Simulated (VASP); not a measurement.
Input of a VASP 6.6.1 run:

INCAR

```
PREC     = Accurate       # precision mode
ENCUT    = 520            # plane-wave cutoff, eV
EDIFF    = 1E-7           # SCF threshold, eV
ISMEAR   = -1             # smearing method
SIGMA    = 0.05           # smearing width, eV
LREAL    = F              # projectors in reciprocal space
LASPH    = T              # aspherical terms in the spheres
NELM     = 80             # most SCF steps
ALGO     = Normal         # electronic algorithm
ISIF     = 2              # what is computed and relaxed
LWAVE    = F              # write WAVECAR
LCHARG   = F              # write CHGCAR
GGA      = PS             # functional
NBANDS   = 27             # bands
```

File KPOINTS:

```
Automatic mesh
0
Gamma
  8 8 3
```

Contents of POSCAR:

```
Ta3N
1.0
    3.0322239879      0.0000000000      0.0000000000
   -1.5161119940      2.6259830035      0.0000000000
    0.0000000000      0.0000000000      7.3736542600
Ta N
3 1
Direct
    0.6666666667      0.3333333333      0.8287832940
    0.3333333333      0.6666666667      0.1712167060
    0.0000000000      0.0000000000      0.5000000000
    0.0000000000      0.0000000000      0.0000000000
```

Potentials or basis: VASP PAW PBE potentials, release 64 (Ta_pv, N).

Run with:

```bash
$ cat potpaw_PBE.64/Ta_pv/POTCAR potpaw_PBE.64/N/POTCAR > POTCAR
$ mpirun -np 1 vasp_std > vasp.out
```

Task: Predict the largest force.

Result: 0.061 eV/Å.

Task: Estimate the pressure.

Result: -2.1 GPa.

Task: Estimate the band gap on the k mesh.

Result: Zero (bands 19 and 20 overlap by 0.60 eV).

Forces on the atoms (eV/Å):
```
Ta   0.000  0.000 -0.061
Ta   0.000  0.000  0.061
Ta   0.000  0.000  0.000
N    0.000  0.000  0.000
```

Caveat: the PAW data sets were made with another functional, which shifts forces and pressure a little; spin-orbit coupling is left out, which moves the levels of the heavy elements.
